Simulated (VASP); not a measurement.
# BP (F-43m) in VASP: further runs, part 2 of 2

VASP 6.6.1. Earlier steps stand in the parts before.

## (3) Single point, BHLYP

This run uses another cell than the first one, of 12.15 Å³/atom, 1.020 times its volume.

POSCAR reads:

```
BP
1.0
    0.0000000000      2.2988586873      2.2988586873
    2.2988586873      0.0000000000      2.2988586873
    2.2988586873      2.2988586873      0.0000000000
P B
1 1
Direct
    0.7500000000      0.7500000000      0.7500000000
    0.0000000000      0.0000000000      0.0000000000
```

INCAR.step1 reads:

```
SYSTEM = BP
ALGO = Normal ; EDIFF = 1E-5
ENCUT = 520 ; GGA = PE
ISIF = 2 ; ISMEAR = -1
LASPH = .TRUE. ; LCHARG = .FALSE.
LREAL = .FALSE. ; LWAVE = .TRUE.
NBANDS = 11 ; NELM = 60
PREC = Accurate ; SIGMA = 0.05
```

INCAR.step2 reads:

```
SYSTEM = BP
AEXX = 0.5 ; AGGAC = 1.0
AGGAX = 0.5 ; ALDAC = 0.0
ALDAX = 0.5 ; ALGO = Normal
EDIFF = 1E-6 ; ENCUT = 520
GGA = B5 ; ISIF = 2
ISMEAR = -1 ; ISTART = 1
LASPH = .TRUE. ; LCHARG = .FALSE.
LHFCALC = .TRUE. ; LREAL = .FALSE.
LWAVE = .FALSE. ; NBANDS = 11
NELM = 60 ; PREC = Accurate
PRECFOCK = Normal ; SIGMA = 0.05
```

KPOINTS reads:

```
k-points
0
G
  5 5 5
  0 0 0
```

Potentials or basis: VASP PAW PBE potentials, release 64 (P, B).

Command:

```sh
$ cat potpaw_PBE.64/P/POTCAR potpaw_PBE.64/B/POTCAR > POTCAR
$ cp INCAR.step1 INCAR
$ mpirun -np 1 vasp_std > vasp.out
$ cp INCAR.step2 INCAR
$ mpirun -np 1 vasp_std > vasp.out
```

OUTCAR:

```text
SYSTEM = BP
   AEXX = 0.5
   EDIFF = 1E-6
   ENCUT = 520
   GGA = B5
   ISIF = 2
   ISMEAR = -1
   ISTART = 1
   LASPH = .TRUE.
   LHFCALC = .TRUE.
   LREAL = .FALSE.
   NELM = 60
   PREC = Accurate
   PRECFOCK = Normal

 ion  position               nearest neighbor table
   1  0.750  0.750  0.750-   2 1.99   2 1.99   2 1.99   2 1.99
   2  0.000  0.000  0.000-   1 1.99   1 1.99   1 1.99   1 1.99

  LATTYP: Found a face centered cubic cell.
 ALAT       =     4.5977173746

  Lattice vectors:

 A1 = (   0.0000000000,   2.2988586873,   2.2988586873)
 A2 = (   2.2988586873,   0.0000000000,   2.2988586873)
 A3 = (   2.2988586873,   2.2988586873,   0.0000000000)

Analysis of symmetry for initial positions (statically):
=====================================================================
 Subroutine PRICEL returns:
 Original cell was already a primitive cell.

 Routine SETGRP: Setting up the symmetry group for a
 face centered cubic supercell.

 Subroutine GETGRP returns: Found 24 space group operations
 (whereof 24 operations were pure point group operations)
 out of a pool of 48 trial point group operations.

The static configuration has the point symmetry T_d .

Analysis of symmetry for dynamics (positions and initial velocities):
=====================================================================
 Subroutine PRICEL returns:
 Original cell was already a primitive cell.

 Routine SETGRP: Setting up the symmetry group for a
 face centered cubic supercell.

 Subroutine GETGRP returns: Found 24 space group operations
 (whereof 24 operations were pure point group operations)
 out of a pool of 48 trial point group operations.

The dynamic configuration has the point symmetry T_d .

 Subroutine INISYM returns: Found 24 space group operations
 (whereof 24 operations are pure point group operations),
 and found     1 'primitive' translations

[... 113 lines left out ...]
   HFSCREENC=   0.0000 screening length for correlation (either q_TF or 0.3 A-1)
   ENCUTFOCK=  -1.0 apply spherical cutoff to Coloumb kernel
   IVDW    =     0    specifies the selected vdW correction
   LEPSILON=     F    determine dielectric tensor
   LRPA    =     F    only Hartree local field effects (RPA)
 non-spin polarized calculation
  energy-cutoff  :      520.00
  volume of cell :       24.30
 maximum number of plane-waves:       664
  NGX = 20; NGY = 20; NGZ = 20

 number of electron       7.9999999 magnetization

 Free energy of the ion-electron system (eV)
  ---------------------------------------------------
  ext. energy  EPLUGINS =         0.00000000
  ---------------------------------------------------
  free energy    TOTEN  =       -17.36605832 eV

  energy without entropy =      -17.36605832  energy(sigma->0) =      -17.36605832

 E-fermi :   6.7491     XC(G=0):  -5.5532

 val. band max:        5.6037257546   @ k =   0.0000   0.0000   0.0000
 cond. band min:      10.3023289005   @ k =   0.4000   0.4000   0.0000
 fundamental gap:      4.6986031459
 Fermi energy:         6.7490705363

 k-point     1 :       0.0000    0.0000    0.0000
  band No.  band energies     occupation
      1     -12.5589      2.00000
      2       5.6037      2.00000
      3       5.6037      2.00000
      4       5.6037      2.00000
      5      12.6525      0.00000
      6      12.6525      0.00000
      7      12.6525      0.00000
      8      16.7094      0.00000
      9      21.0385      0.00000
     10      22.1520      0.00000
     11      22.1520      0.00000
[... 113 lines left out ...]
 k-point    10 :      -0.4000    0.4000    0.2000
  band No.  band energies     occupation
      1      -7.6926      2.00000
      2      -3.3335      2.00000
      3      -0.6549      2.00000
      4       0.9005      2.00000
      5      14.0039      0.00000
      6      15.0708      0.00000
      7      16.3770      0.00000
      8      20.5909      0.00000
      9      21.5060      0.00000
     10      24.6838      0.00000
     11      28.2374      0.00000

------------------------ aborting loop because EDIFF is reached ----------------------------------------

  FORCE on cell =-STRESS in cart. coord.  units (eV):
  Direction    XX          YY          ZZ          XY          YZ          ZX
  --------------------------------------------------------------------------------------
  -------------------------------------------------------------------------------------
  Total       -1.0836751     -1.0836751     -1.0836751     -0.0000000      0.0000000     -0.0000000
  in kB      -71.4566856    -71.4566856    -71.4566856     -0.0000000      0.0000000     -0.0000000
  external PRESSURE =     -71.4566856 kB  Pullay stress =       0.0000000 kB

 VOLUME and BASIS-vectors are now :
 -----------------------------------------------------------------------------
  energy-cutoff  :      520.00
  volume of cell :       24.30
      direct lattice vectors                 reciprocal lattice vectors
     0.000000000  2.298858687  2.298858687    -0.217499232  0.217499232  0.217499232
     2.298858687  0.000000000  2.298858687     0.217499232 -0.217499232  0.217499232
     2.298858687  2.298858687  0.000000000     0.217499232  0.217499232 -0.217499232

 POSITION                                       TOTAL-FORCE (eV/Angst)
 -----------------------------------------------------------------------------------
      3.44829      3.44829      3.44829        -0.000000     -0.000000     -0.000000
      0.00000      0.00000      0.00000         0.000000      0.000000      0.000000
 -----------------------------------------------------------------------------------
    total drift:                               -0.000000     -0.000000     -0.000000

  FREE ENERGIE OF THE ION-ELECTRON SYSTEM (eV)
  ---------------------------------------------------
  free  energy   TOTEN  =       -17.3660583180 eV

  energy  without entropy=      -17.3660583180  energy(sigma->0) =      -17.36605832
```

Run time: 83 s. Hardware: 1 thread of Intel Xeon 6975P-C (Granite Rapids), shared host; peak memory 0.14 GiB.

Results:

```
Free energy            : -17.3661 eV
Pressure               : -7.1 GPa
Band gap on the k mesh : 4.70 eV, indirect (least direct gap 7.05 eV)
```

Levels at points of the mesh, in eV from the valence-band top:
```tsv
k point	band 2	band 3	band 4	band 5	band 6	band 7
(0.00, 0.00, 0.00)	0.00	0.00	0.00	7.05	7.05	7.05
```

Caveat: the k points lie up to 0.47 Å⁻¹ apart; the PAW data sets were made with another functional, which shifts forces and pressure a little. A k mesh can miss the band edges.

## (4) Single point, BHLYP

This run uses another cell than the first one, of 12.38 Å³/atom, 1.039 times its volume.

POSCAR reads:

```
BP
1.0
    0.0000000000      2.3135014941      2.3135014941
    2.3135014941      0.0000000000      2.3135014941
    2.3135014941      2.3135014941      0.0000000000
P B
1 1
Direct
    0.7500000000      0.7500000000      0.7500000000
    0.0000000000      0.0000000000      0.0000000000
```

INCAR.step1 reads:

```
PREC     = Accurate       # precision mode
ENCUT    = 520            # plane-wave cutoff, eV
EDIFF    = 1E-5           # SCF threshold, eV
ISMEAR   = -1             # smearing method
SIGMA    = 0.05           # smearing width, eV
LREAL    = F              # projectors in reciprocal space
LASPH    = T              # aspherical terms in the spheres
NELM     = 100            # most SCF steps
ALGO     = Normal         # electronic algorithm
ISIF     = 2              # what is computed and relaxed
LWAVE    = T              # write WAVECAR
LCHARG   = F              # write CHGCAR
NBANDS   = 11             # bands
GGA      = PE             # functional
```

INCAR.step2 reads:

```
PREC     = Accurate       # precision mode
ENCUT    = 520            # plane-wave cutoff, eV
EDIFF    = 1E-6           # SCF threshold, eV
ISMEAR   = -1             # smearing method
SIGMA    = 0.05           # smearing width, eV
LREAL    = F              # projectors in reciprocal space
LASPH    = T              # aspherical terms in the spheres
NELM     = 100            # most SCF steps
ALGO     = Normal         # electronic algorithm
ISIF     = 2              # what is computed and relaxed
LWAVE    = F              # write WAVECAR
LCHARG   = F              # write CHGCAR
GGA      = B5             # functional
LHFCALC  = T              # exact exchange
AEXX     = 0.5            # exact-exchange fraction
ALDAX    = 0.5          
AGGAX    = 0.5          
AGGAC    = 1.0          
ALDAC    = 0.0          
PRECFOCK = Normal       
NBANDS   = 11             # bands
ISTART   = 1
```

KPOINTS reads:

```
regular mesh
0
Gamma
  5 5 5
```

Command:

```sh
$ cat potpaw_PBE.64/P/POTCAR potpaw_PBE.64/B/POTCAR > POTCAR
$ cp INCAR.step1 INCAR
$ mpirun -np 1 vasp_std > vasp.out
$ cp INCAR.step2 INCAR
$ mpirun -np 1 vasp_std > vasp.out
```

Run time: 77 s. Hardware: 1 thread of Intel Xeon 6975P-C (Granite Rapids), shared host; peak memory 0.13 GiB.

Results (log left out):

- Free energy: -17.3414 eV
- Pressure: -9.9 GPa
- Band gap on the k mesh: 4.71 eV, indirect (least direct gap 7.01 eV)

Levels at points of the mesh, in eV from the valence-band top:
```tsv
k point	band 2	band 3	band 4	band 5	band 6	band 7
(0.00, 0.00, 0.00)	0.00	0.00	0.00	7.01	7.01	7.01
```

Caveat: the k points lie up to 0.47 Å⁻¹ apart; the PAW data sets were made with another functional, which shifts forces and pressure a little. A k mesh can miss the band edges.

## (5) The runs side by side

| cell | gap on the mesh (eV) | pressure (GPa) |
| --- | --- | --- |
| a = 3.230 Å, angles 60.0°, 2 atoms | 4.68 | -4.1 |
| a = 3.251 Å, angles 60.0°, 2 atoms | 4.70 | -7.1 |
| a = 3.272 Å, angles 60.0°, 2 atoms | 4.71 | -9.9 |

Alike in all rows: task single point; level BHLYP; potentials or basis VASP PAW PBE potentials, release 64 (P, B); no spin polarisation; k mesh 5 × 5 × 5; cutoff (eV) 520; smearing fermi-dirac 0.05 eV.

Caveats: all runs use coarse meshes; the PAW data sets were made with another functional, which shifts forces and pressure a little.

Absolute energies hang on the potentials; compare differences alone.
